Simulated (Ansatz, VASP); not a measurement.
**HfC: VASP beside Ansatz**

```
Hf C
1.0
     3.26579    0.00000    0.00000
    -1.63290    2.82826    0.00000
     0.00000    0.00000    5.76631
Hf C
2 2
Direct
  0.00000 0.00000 0.00000
  0.00000 0.00000 0.50000
  0.33333 0.66667 0.25000
  0.66667 0.33333 0.75000
```

Alike in both runs: task single point; functional PBEsol; k mesh 12 × 12 × 6; occupations gaussian, width 0.05 eV; no spin polarisation.

|  | VASP | Ansatz |
| --- | --- | --- |
| version | VASP 6.6.1 | Ansatz 0.2.0 |
| potentials or method | VASP PAW PBE potentials, release 64 (Hf_pv, C), cutoff 520 eV | scalar-relativistic, plane waves, PAW |
| valence electrons in the cell | 28 | 60 |

VASP gave:

- gap on the k mesh at the Fermi level (eV): none
- pressure (GPa): -6.6
- traceless stress, the component that is largest in VASP (GPa): -0.55

Task: Estimate Ansatz's values.

Result: gap on the k mesh at the Fermi level (eV): none; pressure (GPa): -6.0; traceless stress, the component that is largest in VASP (GPa): -0.34.

VASP's potentials were made for PBE, not for PBEsol. A gap of «none» marks a metal or a gap that the smearing closes. With one functional, cell and mesh, what is left measures potentials, basis and numerics. VASP's potentials hold 28 valence electrons a cell and Ansatz's 60, so a difference there can come from the potentials and not from the codes.

Spin-orbit coupling is off throughout.
